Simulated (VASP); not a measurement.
Ru:

```xyz
1
Lattice="2.4463 0.0000 0.0000 0.0000 2.4463 0.0000 0.0000 0.0000 2.4463" Properties=species:S:1:pos:R:3 pbc="T T T"
Ru    0.0000    0.0000    0.0000
```

This isn't the form of Ru at room conditions, which is hcp.

```yaml
Program: VASP 6.6.1
Task: relaxation of cell and atoms
Functional: r2SCAN
Potentials_or_basis: VASP PAW PBE potentials, release 64 (Ru_sv)
Cutoff: 620 eV
k_mesh: 13 × 13 × 13
Occupations: fermi-dirac, width 0.05 eV
Spin: collinear spin, ferromagnetic start
Starting_moments: "[1.0] μB"
```

At the start: pressure 15.0 GPa; volume 14.64 Å³/atom.

**Question.** How do energy, volume and symmetry change on relaxing?

**Answer.** Over 4 steps the energy falls by 36.3 meV/atom and the volume is 15.46 Å³/atom (+5.6 %); space group Pm-3m (No. 221, to 0.1 Å) before and after; moment 0.00 μB per cell.

The path:
```tsv
step	energy change (eV)	largest force (eV/Å)	pressure (GPa)	volume (Å³)
1	0.0000	0.0000	15.00	14.64
2	0.1596	0.0000	-24.09	17.74
3	-0.0362	0.0000	-0.68	15.50
4	-0.0363	0.0000	-0.06	15.46
```

Final structure:
```
Ru
1.0
     2.49127    0.00000    0.00000
     0.00000    2.49127    0.00000
     0.00000    0.00000    2.49127
Ru
1
Direct
  0.00000 0.00000 0.00000
```

Caveat: the PAW data sets were made with another functional, which shifts forces and pressure a little.
